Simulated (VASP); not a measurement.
A run of VASP 6.6.1 is set up as follows.

The input INCAR:

```
SYSTEM = Sb2N
  ALGO = Normal
  EDIFF = 1E-7
  EDIFFG = -0.04
  ENCUT = 600
  GGA = PE
  IBRION = 2
  ISIF = 3
  ISMEAR = 0
  LASPH = .True.
  LCHARG = .False.
  LREAL = .False.
  LWAVE = .False.
  NELM = 100
  NSW = 90
  PREC = Accurate
  SIGMA = 0.1
```

Contents of KPOINTS:

```
k-points
0
Gamma
  4 4 6
  0 0 0
```

The input POSCAR:

```
Sb2N
1.0
    4.6716162200      0.0000000000      0.0000000000
    0.0000000000      4.6716162200      0.0000000000
    0.0000000000      0.0000000000      3.2517984800
Sb N
2 1
Direct
    0.5000000000      0.5000000000      0.5000000000
    0.0000000000      0.0000000000      0.0000000000
    0.0000000000      0.0000000000      0.5000000000
```

Potentials or basis: VASP PAW PBE potentials, release 64 (Sb, N).

Launch:

```sh
$ cat potpaw_PBE.64/Sb/POTCAR potpaw_PBE.64/N/POTCAR > POTCAR
$ mpirun -np 1 vasp_std > vasp.out
```

Problem. Predict the space group after relaxing (to 0.05 Å).

Solution. P4/mmm (No. 123).

Problem. What does it give for the relaxed cell?

Solution. a = 3.415 Å, b = 3.415 Å, c = 4.870 Å, α = 90.00°, β = 90.00°, γ = 90.00°.

Problem. Estimate the relaxed volume.

Solution. 18.93 Å³/atom.

The path:
| step | energy change (eV) | largest force (eV/Å) | pressure (GPa) | volume (Å³) |
| --- | --- | --- | --- | --- |
| 1 | 0.0000 | 0.0000 | 40.26 | 70.97 |
| 2 | -0.8075 | 0.0000 | -13.24 | 135.17 |
| 3 | -4.7167 | 0.0000 | -7.50 | 96.50 |
| 4 | -4.7588 | 0.0000 | -6.46 | 94.86 |
| 5 | -4.7769 | 0.0000 | -5.25 | 93.08 |
| 6 | -5.4271 | 0.0000 | -5.60 | 82.70 |
| 7 | -6.3271 | 0.0000 | -4.34 | 70.09 |
| 8 | -6.5880 | 0.0000 | 28.80 | 47.29 |
| 9 | -7.0476 | 0.0000 | 1.91 | 59.39 |
| 10 | -7.0785 | 0.0000 | 9.64 | 54.23 |
| 11 | -7.1025 | 0.0000 | 6.61 | 55.87 |
| 12 | -7.3225 | 0.0000 | 2.16 | 55.52 |
| 13 | -7.3282 | 0.0000 | 2.26 | 55.61 |
| 14 | -7.3282 | 0.0000 | 2.23 | 55.59 |
| 15 | -7.3316 | 0.0000 | -1.03 | 57.54 |
| 16 | -7.3356 | 0.0000 | 0.29 | 56.69 |
| 17 | -7.3363 | 0.0000 | 0.00 | 56.80 |

Caveat: the volume moved by over 15 % at a fixed basis, so the end points are rough.
